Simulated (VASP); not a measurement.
The system is Sc.

```
CELL_PARAMETERS angstrom
3.30900 0.00000 0.00000
-1.65450 2.86568 0.00000
0.00000 0.00000 5.27330
ATOMIC_POSITIONS crystal
Sc 0.33333 0.66667 0.25000
Sc 0.66667 0.33333 0.75000
```

```yaml
Program: VASP 6.6.1
Task: relaxation of cell and atoms
Functional: LDA
Potentials_or_basis: VASP PAW LDA potentials, release 64 (Sc_sv)
Cutoff: 600 eV
k_mesh: 8 × 8 × 4
Occupations: methfessel-paxton, width 0.05 eV
Spin: no spin polarisation
```

At the start: pressure -5.3 GPa; volume 25.00 Å³/atom.

Question: Where does the relaxation end?

Answer: Over 9 steps the energy falls by 48.2 meV/atom and the volume is 22.58 Å³/atom (-9.7 %); space group P6_3/mmc (No. 194, to 0.05 Å).

Step by step:
| step | energy change (eV) | largest force (eV/Å) | pressure (GPa) | volume (Å³) |
| --- | --- | --- | --- | --- |
| 1 | 0.0000 | 0.0000 | -5.30 | 50.00 |
| 2 | -0.0875 | 0.0000 | 1.30 | 44.26 |
| 3 | -0.0902 | 0.0000 | 0.18 | 45.04 |
| 4 | -0.0951 | 0.0000 | 0.21 | 45.03 |
| 5 | -0.0962 | 0.0000 | 0.21 | 45.02 |
| 6 | -0.0963 | 0.0000 | 0.20 | 45.02 |
| 7 | -0.0963 | 0.0000 | 0.20 | 45.02 |
| 8 | -0.0964 | 0.0000 | -0.09 | 45.23 |
| 9 | -0.0964 | 0.0000 | 0.00 | 45.16 |

Final structure:
```
CELL_PARAMETERS angstrom
3.24402 0.00000 0.00000
-1.62201 2.80941 0.00000
0.00000 0.00000 4.95528
ATOMIC_POSITIONS crystal
Sc 0.33333 0.66667 0.25000
Sc 0.66667 0.33333 0.75000
```
